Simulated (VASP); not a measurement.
Runs of VASP 6.6.1 on Sc. The structure is that of space group P6_3/mmc (No. 194), or close to it. The cells are those of the table. 

```csv
cell,gap on the mesh (eV),pressure (GPa)
"a = 3.309, b = 3.309, c = 5.273 Å, angles 90.0, 90.0, 120.0°, 2 atoms",none,-0.7
"a = 3.395, b = 3.395, c = 5.410 Å, angles 90.0, 90.0, 120.0°, 2 atoms",none,-4.2
"a = 3.218, b = 3.218, c = 5.129 Å, angles 90.0, 90.0, 120.0°, 2 atoms",none,(b)
"a = 3.279, b = 3.279, c = 5.226 Å, angles 90.0, 90.0, 120.0°, 2 atoms",none,0.7
"a = 3.338, b = 3.338, c = 5.320 Å, angles 90.0, 90.0, 120.0°, 2 atoms",none,-2.0
"a = 3.367, b = 3.367, c = 5.365 Å, angles 90.0, 90.0, 120.0°, 2 atoms",none,-3.2
"a = 3.249, b = 3.249, c = 5.178 Å, angles 90.0, 90.0, 120.0°, 2 atoms",none,(a)
```

Alike in all rows: task single point; level PBE; potentials or basis VASP PAW PBE potentials, release 64 (Sc_sv); no spin polarisation; k mesh 10 × 10 × 6; cutoff (eV) 520; smearing methfessel-paxton 0.1 eV.

Q: Fill in the values left out.

A: (a) 2.3; (b) 4.2.

A gap of «none» marks levels without a gap at the run's occupations.
